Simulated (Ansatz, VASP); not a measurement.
Two plane-wave programs on KTaO3

The input POSCAR:

```
KTaO3
1.0
    3.9883000000      0.0000000000      0.0000000000
    0.0000000000      3.9883000000      0.0000000000
    0.0000000000      0.0000000000      3.9883000000
Ta K O
1 1 3
Direct
    0.0000000000      0.0000000000      0.0000000000
    0.5000000000      0.5000000000      0.5000000000
    0.0000000000      0.0000000000      0.5000000000
    0.0000000000      0.5000000000      0.0000000000
    0.5000000000      0.0000000000      0.0000000000
```

File INCAR.step1:

```
  ALGO = Normal
  EDIFF = 1E-4
  ENCUT = 520
  GGA = PE
  ISMEAR = -1
  LASPH = T
  LCHARG = F
  LREAL = F
  LWAVE = T
  NBANDS = 27
  NELM = 60
  PREC = Accurate
  SIGMA = 0.05
```

Contents of INCAR.step2:

```
  ALGO = Normal
  EDIFF = 1E-6
  ENCUT = 520
  ISIF = 2
  ISMEAR = -1
  ISTART = 1
  LASPH = T
  LCHARG = F
  LMIXTAU = T
  LREAL = F
  LWAVE = F
  METAGGA = R2SCAN
  NBANDS = 27
  NELM = 60
  PREC = Accurate
  SIGMA = 0.05
```

The input KPOINTS:

```
k-points
0
Gamma
  7 7 7
```

Contents of input.yaml:

```yaml
crystal:
  lattice:
    - [3.9883, 0.0, 0.0]
    - [0.0, 3.9883, 0.0]
    - [0.0, 0.0, 3.9883]
  atoms:
    - { symbol: Ta, position: [0.0, 0.0, 0.0] }
    - { symbol: K, position: [0.5, 0.5, 0.5] }
    - { symbol: O, position: [0.0, 0.0, 0.5] }
    - { symbol: O, position: [0.0, 0.5, 0.0] }
    - { symbol: O, position: [0.5, 0.0, 0.0] }
hamiltonian:
  xc: r2scan
  pseudopotentials: { kind: paw }
kpoints:
  mp_grid: { grid: [7, 7, 7] }
scf:
  occupations: { method: fermi_dirac, width: 0.05 }
output:
  forces: true
  stress: true
  eigenvalues: true
  write_density: true
  write_potential: true
  elf: true
  volumetric_format: npy
```

Alike in both runs: task single point; functional r2SCAN; k mesh 7 × 7 × 7; occupations fermi-dirac, width 0.05 eV; no spin polarisation.

```csv
,VASP,Ansatz
version,VASP 6.6.1,Ansatz 0.2.0
potentials or method,"VASP PAW PBE potentials, release 64 (Ta_pv, K_sv, O)",Ansatz PAW
plane-wave cutoff (eV),520,500
valence electrons in the cell,38,40
```

```csv
,VASP,Ansatz,Ansatz less VASP
gap on the k mesh at the Fermi level (eV),2.66,2.69,+0.030
least direct gap on the mesh (eV),3.25,3.27,+0.017
pressure (GPa),1.2,0.3,-0.93
```

VASP's potentials were made for PBE, not for r2SCAN. VASP's potentials hold 38 valence electrons a cell and Ansatz's 40, so a difference there can come from the potentials and not from the codes.

Neither program's run includes spin-orbit coupling. Noted on Ansatz's run: odd divisions of the mesh miss points on the zone boundary, where band edges often lie, so the gap on the mesh can be too wide.
